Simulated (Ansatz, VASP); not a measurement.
**One calculation of NiO2, two programs**

```
Ni O
1.0
     2.68727    0.00000    0.00000
    -1.34364    2.32725    0.00000
     0.00000    0.00000    4.44582
Ni O
1 2
Direct
  0.00000 0.00000 0.50000
  0.66667 0.33333 0.73051
  0.33333 0.66667 0.26949
```

Alike in both runs: task single point; functional LDA; k mesh 12 × 12 × 6; occupations gaussian, width 0.05 eV; no spin polarisation.

|  | VASP | Ansatz |
| --- | --- | --- |
| version | VASP 6.6.1 | Ansatz 0.2.0 |
| potentials or method | VASP PAW LDA potentials, release 64 (Ni, O), cutoff 520 eV | scalar-relativistic, plane waves, PAW |
| valence electrons in the cell | 22 | 30 |

```csv
,VASP,Ansatz,Ansatz less VASP
gap on the k mesh at the Fermi level (eV),0.77,0.80,+0.035
least direct gap on the mesh (eV),0.88,0.91,+0.030
pressure (GPa),-2.1,-3.2,-1.10
"traceless stress, the component that is largest in VASP (GPa)",-12.91,-12.79,+0.116
rms of the force components (eV/Å),0.580,0.635,+0.0547
```

LDA's correlation is that of Perdew and Zunger in VASP and of Perdew and Wang (1992) in Ansatz. Atom by atom the forces differ by 0.055 eV/Å (rms over components). VASP's potentials hold 22 valence electrons a cell and Ansatz's 30, so a difference there can come from the potentials and not from the codes.
